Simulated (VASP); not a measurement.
Runs of VASP 6.6.1 on InAs (rocksalt type). The structure is that of space group Fm-3m (No. 225), or close to it. The cells are those of the table. 

```csv
task,cell,cutoff (eV),gap on the mesh (eV),pressure (GPa)
single point,"a = 3.776 Å, angles 60.0°, 2 atoms",520,none,23.7
single point,"a = 4.067 Å, angles 60.0°, 2 atoms",520,none,0.0
single point,"a = 3.505 Å, angles 60.0°, 2 atoms",520,none,(a)
single point,"a = 3.898 Å, angles 60.0°, 2 atoms",520,none,10.7
relaxation of cell and atoms,"relaxed from a = 3.866 Å, angles 60.0°, 2 atoms",600,none,0.0
single point,"a = 3.332 Å, angles 60.0°, 2 atoms",520,none,152.6
```

Alike in all rows: level PBE; potentials or basis VASP PAW PBE potentials, release 64 (In_d, As); no spin polarisation; k mesh 13 × 13 × 13; smearing fermi-dirac 0.1 eV.

Q: Estimate the missing entries.

A: (a) 80.0.

Caveats: spin-orbit coupling is left out, which moves the levels of the heavy elements.

A k mesh can miss the band edges, and the runs leave out spin-orbit coupling on As, In.

A gap of «none» marks levels without a gap at the run's occupations.
